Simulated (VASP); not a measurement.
# SiC (Cmc2_1) in VASP: notebook, part 2 of 2

VASP 6.6.1.

### 3 Electric field gradients, PBE (10.97 Å³/atom)

This run uses another cell than the first one, of 10.97 Å³/atom.

The input, INCAR:

```
  PREC = Accurate
  ENCUT = 520
  EDIFF = 1E-8
  ISMEAR = -1
  SIGMA = 0.02
  LREAL = F
  LASPH = T
  NELM = 80
  ALGO = Normal
  ISIF = 2
  LWAVE = F
  LCHARG = F
  GGA = PE
  LEFG = T
  NBANDS = 36
```

The input, KPOINTS:

```
regular mesh
0
Gamma
  10 10 2
```

The input, POSCAR:

```
SiC
1.0
    1.5690821724     -2.7198172038      0.0000000000
    1.5690821724      2.7198172038      0.0000000000
    0.0000000000      0.0000000000     15.4184831394
Si C
6 6
Direct
    0.1666620609      0.8333379391      0.8577214520
    0.8333379391      0.1666620609      0.3577214520
    0.5001149274      0.4998850726      0.5245066742
    0.4998850726      0.5001149274      0.0245066742
    0.8334420063      0.1665579937      0.6912249934
    0.1665579937      0.8334420063      0.1912249934
    0.5001800044      0.4998199956      0.6498136388
    0.4998199956      0.5001800044      0.1498136388
    0.1666200921      0.8333799079      0.9826819951
    0.8333799079      0.1666200921      0.4826819951
    0.8333969726      0.1666030274      0.8161912464
    0.1666030274      0.8333969726      0.3161912464
```

Potentials or basis: VASP PAW PBE potentials, release 64 (Si, C).

Command:

```
> cat potpaw_PBE.64/Si/POTCAR potpaw_PBE.64/C/POTCAR > POTCAR
> mpirun -np 1 vasp_std > vasp.out
```

OUTCAR:

```text
PREC = Accurate
   ENCUT = 520
   EDIFF = 1E-8
   ISMEAR = -1
   LREAL = F
   LASPH = T
   NELM = 80
   ISIF = 2
   GGA = PE

 ion  position               nearest neighbor table
   1  0.167  0.833  0.858-  11 1.92  11 1.92  11 1.92   9 1.93   5 3.14   5 3.14   5 3.14   4 3.15
                             4 3.15   4 3.15
   2  0.833  0.167  0.358-  12 1.92  12 1.92  12 1.92  10 1.93   6 3.14   6 3.14   6 3.14   3 3.15
                             3 3.15   3 3.15
   3  0.500  0.500  0.525-  10 1.92  10 1.92  10 1.92   7 1.93   5 3.15   5 3.15   5 3.15   2 3.15
                             2 3.15   2 3.15
   4  0.500  0.500  0.025-   9 1.92   9 1.92   9 1.92   8 1.93   6 3.15   6 3.15   6 3.15   1 3.15
                             1 3.15   1 3.15
   5  0.833  0.167  0.691-   7 1.92   7 1.92   7 1.92  11 1.93   1 3.14   1 3.14   1 3.14   3 3.15
                             3 3.15   3 3.15
   6  0.167  0.833  0.191-   8 1.92   8 1.92   8 1.92  12 1.93   2 3.14   2 3.14   2 3.14   4 3.15
                             4 3.15   4 3.15
   7  0.500  0.500  0.650-   5 1.92   5 1.92   5 1.92   3 1.93
   8  0.500  0.500  0.150-   6 1.92   6 1.92   6 1.92   4 1.93
[... 1223 lines left out ...]
   3       0.230     0.178    -0.408       0.128
   4       0.230     0.178    -0.408       0.128
   5      -1.295    -1.255     2.550       0.016
   6      -1.295    -1.255     2.550       0.016
   7      -1.083    -0.951     2.034       0.065
   8      -1.083    -0.951     2.034       0.065
   9      -0.385    -0.256     0.640       0.202
  10      -0.385    -0.256     0.640       0.202
  11      -0.218    -0.090     0.308       0.416
  12      -0.218    -0.090     0.308       0.416
----------------------------------------------------------------------

           NMR quadrupolar parameters

 Cq : quadrupolar parameter    Cq=e*Q*V_zz/h
 eta: asymmetry parameters     (V_yy - V_xx)/ V_zz
 Q  : nuclear electric quadrupole moment in mb (millibarn)
----------------------------------------------------------------------
 ion       Cq(MHz)       eta       Q (mb)
----------------------------------------------------------------------
   1       0.005       0.020       1.000
   2       0.005       0.020       1.000
   3      -0.001       0.128       1.000
   4      -0.001       0.128       1.000
   5       0.006       0.016       1.000
   6       0.006       0.016       1.000
   7       0.005       0.065       1.000
   8       0.005       0.065       1.000
   9       0.002       0.202       1.000
  10       0.002       0.202       1.000
  11       0.001       0.416       1.000
  12       0.001       0.416       1.000
----------------------------------------------------------------------
```

OSZICAR:

```text
N       E                     dE             d eps       ncg     rms          rms(c)
DAV:   1     0.118554654441E+03    0.11855E+03   -0.21467E+04  4464   0.119E+03
DAV:   2    -0.886430992990E+02   -0.20720E+03   -0.19471E+03  5804   0.205E+02
DAV:   3    -0.100216085728E+03   -0.11573E+02   -0.11489E+02  5920   0.459E+01
DAV:   4    -0.100405161554E+03   -0.18908E+00   -0.18861E+00  5728   0.669E+00
DAV:   5    -0.100409524017E+03   -0.43625E-02   -0.43578E-02  5704   0.973E-01    0.202E+01
DAV:   6    -0.904106998197E+02    0.99988E+01   -0.30924E+01  5472   0.202E+01    0.889E+00
DAV:   7    -0.902639658043E+02    0.14673E+00   -0.27721E+00  5952   0.631E+00    0.395E+00
DAV:   8    -0.902216036614E+02    0.42362E-01   -0.16568E-01  5416   0.167E+00    0.126E+00
DAV:   9    -0.902175824109E+02    0.40213E-02   -0.26420E-02  5596   0.754E-01    0.189E-01
DAV:  10    -0.902183563170E+02   -0.77391E-03   -0.25078E-03  5612   0.209E-01    0.979E-02
DAV:  11    -0.902185166331E+02   -0.16032E-03   -0.41444E-04  5204   0.105E-01    0.201E-02
DAV:  12    -0.902185191339E+02   -0.25008E-05   -0.15224E-05  5776   0.194E-02    0.869E-03
DAV:  13    -0.902185207845E+02   -0.16506E-05   -0.17458E-06  5524   0.607E-03    0.170E-03
DAV:  14    -0.902185210884E+02   -0.30390E-06   -0.15331E-07  5728   0.196E-03    0.969E-04
DAV:  15    -0.902185213372E+02   -0.24873E-06   -0.93216E-08  5224   0.146E-03    0.682E-04
DAV:  16    -0.902185214092E+02   -0.72003E-07   -0.68275E-09  3712   0.476E-04    0.536E-04
DAV:  17    -0.902185213580E+02    0.51177E-07   -0.47707E-09  3104   0.296E-04    0.791E-05
DAV:  18    -0.902185213516E+02    0.63765E-08   -0.79024E-10  2964   0.183E-04
   1 F= -.90218521E+02 E0= -.90218521E+02  d E =-.123749E-11
```

stdout:

```text
POSCAR found type information on POSCAR SiC
 POSCAR found :  2 types and      12 ions
 scaLAPACK will be used
 LDA part: xc-table for (Slater+PW92), standard interpolation
 POSCAR, INCAR and KPOINTS ok, starting setup
 FFT: planning ... GRIDC
 FFT: planning ... GRID_SOFT
 FFT: planning ... GRID
 WAVECAR not read
 entering main loop
ion   1

ion   2

ion   3

ion   4

ion   5

ion   6

ion   7

ion   8

ion   9

ion  10

ion  11

ion  12
```

Wall time 7.4 min (1 thread of Intel Xeon Platinum 8259CL at 2.50GHz (Skylake/Cascade Lake), shared host); peak memory 0.36 GiB.

Results:

```
Free energy                             : -90.2185 eV
Pressure                                : -8.6 GPa
Largest force                           : 0.019 eV/Å
Band gap on the k mesh                  : 2.03 eV (least direct gap 3.12 eV)
Largest electric field gradient by atom : Si +2.1, -0.4, +2.5 (each value once); C +2.0, +0.6, +0.3 (each value once) V/Å²
```

Forces on the atoms (eV/Å):
```
Si   0.000 -0.001  0.000
Si   0.000  0.001  0.000
Si   0.000  0.001 -0.019
Si   0.000 -0.001 -0.019
Si   0.000 -0.001  0.003
Si   0.000  0.001  0.003
C    0.000  0.001  0.012
C    0.000 -0.001  0.012
C    0.000  0.001  0.002
C    0.000 -0.001  0.002
C    0.000  0.001  0.002
C    0.000 -0.001  0.002
```

Electric field gradients, principal values (V/Å²):
| atom | least | middle | greatest (by size) |
| --- | --- | --- | --- |
| 1 Si | -1.007 | -1.049 | 2.055 |
| 2 Si | -1.007 | -1.049 | 2.055 |
| 3 Si | 0.178 | 0.230 | -0.408 |
| 4 Si | 0.178 | 0.230 | -0.408 |
| 5 Si | -1.255 | -1.295 | 2.550 |
| 6 Si | -1.255 | -1.295 | 2.550 |
| 7 C | -0.951 | -1.083 | 2.034 |
| 8 C | -0.951 | -1.083 | 2.034 |
| 9 C | -0.256 | -0.385 | 0.640 |
| 10 C | -0.256 | -0.385 | 0.640 |
| 11 C | -0.090 | -0.218 | 0.308 |
| 12 C | -0.090 | -0.218 | 0.308 |

Caveat: the cell stands under tension; without QUAD_EFG the Cq values of the log hold for a quadrupole moment of 1 mb, not for the nuclei.
